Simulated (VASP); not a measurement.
Set up this calculation in VASP 6.6.1, as the native input.

```
Task                   : relaxation of cell and atoms
Functional             : PBE
Potentials or basis    : VASP PAW PBE potentials, release 64 (Si, Ge_d)
Cutoff                 : 600 eV
k mesh                 : 6 × 6 × 2
Occupations            : gaussian, width 0.1 eV
Spin                   : no spin polarisation
Dipole correction      : no
Further INCAR settings : ALGO = Normal; EDIFF = 1e-06; IBRION = 2; EDIFFG = -0.04; NSW = 90; ISIF = 3
```

The structure of Si3Ge2 lies in POSCAR:

```
Si3Ge2
1.0
    3.7374407000      0.0000000000      0.0000000000
   -1.8687203500      3.2367185900      0.0000000000
    0.0000000000      0.0000000000     13.9136206800
Si Ge
6 4
Direct
    0.3333333300      0.6666666700      0.0000000000
    0.3333333300      0.6666666700      0.4000000000
    0.3333333300      0.6666666700      0.6000000000
    0.6666666700      0.3333333300      0.3000000000
    0.6666666700      0.3333333300      0.5000000000
    0.6666666700      0.3333333300      0.7000000000
    0.3333333300      0.6666666700      0.2000000000
    0.3333333300      0.6666666700      0.8000000000
    0.6666666700      0.3333333300      0.1000000000
    0.6666666700      0.3333333300      0.9000000000
```

The input as run:

INCAR

```
SYSTEM = Si3Ge2
  ALGO = Normal
  EDIFF = 1E-6
  EDIFFG = -0.04
  ENCUT = 600
  GGA = PE
  IBRION = 2
  ISIF = 3
  ISMEAR = 0
  LASPH = .TRUE.
  LCHARG = .FALSE.
  LREAL = .FALSE.
  LWAVE = .FALSE.
  NELM = 100
  NSW = 90
  PREC = Accurate
  SIGMA = 0.1
```

KPOINTS

```
k-points
0
G
  6 6 2
  0 0 0
```

Potentials or basis: VASP PAW PBE potentials, release 64 (Si, Ge_d).

The run is started by

```sh
$ cat potpaw_PBE.64/Si/POTCAR potpaw_PBE.64/Ge_d/POTCAR > POTCAR
$ mpirun -np 1 vasp_std > vasp.out
```

It gave:

The relaxed volume is 18.38 Å³/atom and the relaxed cell is a = 3.627 Å, b = 3.627 Å, c = 16.139 Å, α = 90.00°, β = 90.00°, γ = 120.00°. The space group after relaxing (to 0.1 Å) is P-6m2 (No. 187), the energy gained by relaxing is 168.0 meV/atom and the ionic steps are 30. The pressure after relaxing is 0.1 GPa. The largest force after relaxing is 0.028 eV/Å. The band gap on the k mesh is zero (bands 40 and 41 overlap by 3.08 eV).

Caveat: a cell axis changed by over 15 % at a fixed basis, so the end point is rough.

Run time: 39 min on 1 thread of Intel(R) Xeon(R) 6975P-C (Granite Rapids), with other jobs on the host, peak memory 0.37 GiB.
